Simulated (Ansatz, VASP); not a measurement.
**Two plane-wave programs on Cu**

File INCAR:

```
PREC = Accurate ; ENCUT = 520
EDIFF = 1E-7 ; ISMEAR = 0
SIGMA = 0.15 ; LREAL = False
LASPH = True ; NELM = 80
ALGO = Fast ; ISIF = 2
LWAVE = False ; LCHARG = True
GGA = PS ; LELF = True
LVHAR = True ; NBANDS = 18
```

Contents of KPOINTS:

```
regular mesh
0
Gamma
  26 26 14
```

POSCAR

```
Cu
1.0
   -1.4450917219      1.4450917219      1.3600072129
    1.4450917219     -1.4450917219      1.3600072129
    2.8901834438      2.8901834438      0.0000000000
Cu
2
Direct
    0.0000000000      0.0000000000      0.0036698715
    0.5000000000      0.5000000000      0.4963301285
```

Input for Ansatz:

```yaml
crystal:
  lattice:
    - [-1.4450917219, 1.4450917219, 1.3600072129]
    - [1.4450917219, -1.4450917219, 1.3600072129]
    - [2.8901834438, 2.8901834438, 0.0]
  atoms:
    - { symbol: Cu, position: [0.0, 0.0, 0.0036698715] }
    - { symbol: Cu, position: [0.5, 0.5, 0.4963301285] }
basis:
  ecutwfc: 420
kpoints:
  mp_grid: { grid: [26, 26, 14] }
hamiltonian:
  xc: pbesol
scf:
  occupations: { method: gaussian, width: 0.15 }
output:
  forces: true
  stress: true
  eigenvalues: true
```

Change from the starting cell: mode 6 (263.4 1/cm) frozen in, largest displacement +0.015 Å.

Alike in both runs: task single point; functional PBEsol; k mesh 26 × 26 × 14; occupations gaussian, width 0.15 eV; no spin polarisation.

|  | VASP | Ansatz |
| --- | --- | --- |
| version | VASP 6.6.1 | Ansatz 0.2.0 |
| potentials or method | VASP PAW PBE potentials, release 64 (Cu), cutoff 520 eV | scalar-relativistic, plane waves, PAW |
| valence electrons in the cell | 22 | 38 |

```tsv
	VASP	Ansatz	Ansatz less VASP
gap on the k mesh at the Fermi level (eV)	none	none	-
pressure (GPa)	0.8	0.1	-0.66
traceless stress, the component that is largest in VASP (GPa)	0.14	0.15	+0.016
rms of the force components (eV/Å)	0.141	0.141	-0.0005
```

VASP's potentials were made for PBE, not for PBEsol. Atom by atom the forces differ by 0.001 eV/Å (rms over components). A gap of «none» marks a metal or a gap that the smearing closes. With one functional, cell and mesh, what is left measures potentials, basis and numerics. VASP's potentials hold 22 valence electrons a cell and Ansatz's 38, so a difference there can come from the potentials and not from the codes.
